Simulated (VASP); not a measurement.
Write the native input for VASP 6.6.1 that does the following.

- Task: single point
- Functional: PBE
- Potentials or basis: VASP PAW PBE potentials, release 64 (B)
- Cutoff: 500 eV
- k mesh: 6 × 4 × 4
- Occupations: gaussian, width 0.1 eV
- Spin: no spin polarisation
- Dipole correction: no
- Further INCAR settings: ALGO = Normal; EDIFF = 1e-06; NBANDS = 22

The structure of B lies in POSCAR:

```
B
1.0
    3.9141460933      0.0000000000      0.0000000000
    0.0000000000      4.3176314647      0.0000000000
    0.0000000000      0.0000000000      3.4597353968
B
8
Direct
    0.0000000000      0.0000000000      0.7467561186
    0.5000000000      0.5000000000      0.7532438814
    0.0000000000      0.0000000000      0.2532438814
    0.5000000000      0.5000000000      0.2467561186
    0.6350202605      0.8439184348      0.0000000000
    0.3649797395      0.1560815652      0.0000000000
    0.1350202605      0.6560815652      0.5000000000
    0.8649797395      0.3439184348      0.5000000000
```

The cell was built from a structure type or drawn by symmetry, and may not be a known phase.

One way to write it, as run:

INCAR

```
ALGO = Normal
EDIFF = 1E-6
ENCUT = 500
GGA = PE
GGA_COMPAT = False
ISIF = 2
ISMEAR = 0
LASPH = True
LCHARG = True
LELF = True
LREAL = False
LVHAR = True
LWAVE = False
NBANDS = 22
NELM = 120
PREC = Accurate
SIGMA = 0.1
```

KPOINTS

```
k-points
0
Gamma
  6 4 4
```

Potentials or basis: VASP PAW PBE potentials, release 64 (B).

Command:

```console
$ cat potpaw_PBE.64/B/POTCAR > POTCAR
$ mpirun -np 1 vasp_std > vasp.out
```

Results of the run:

| Property | Result |
| --- | --- |
| Pressure | 0.1 GPa |
| Largest force | 0.011 eV/Å |
| Band gap on the k mesh | zero (bands 12 and 13 overlap by 2.53 eV) |

Caveat: the k points lie up to 0.45 Å⁻¹ apart, too coarse for converged energies and pressures of a metal.

Wall time 40 s on 1 thread of AMD EPYC 7R13, on a shared host, peak memory 0.14 GiB.
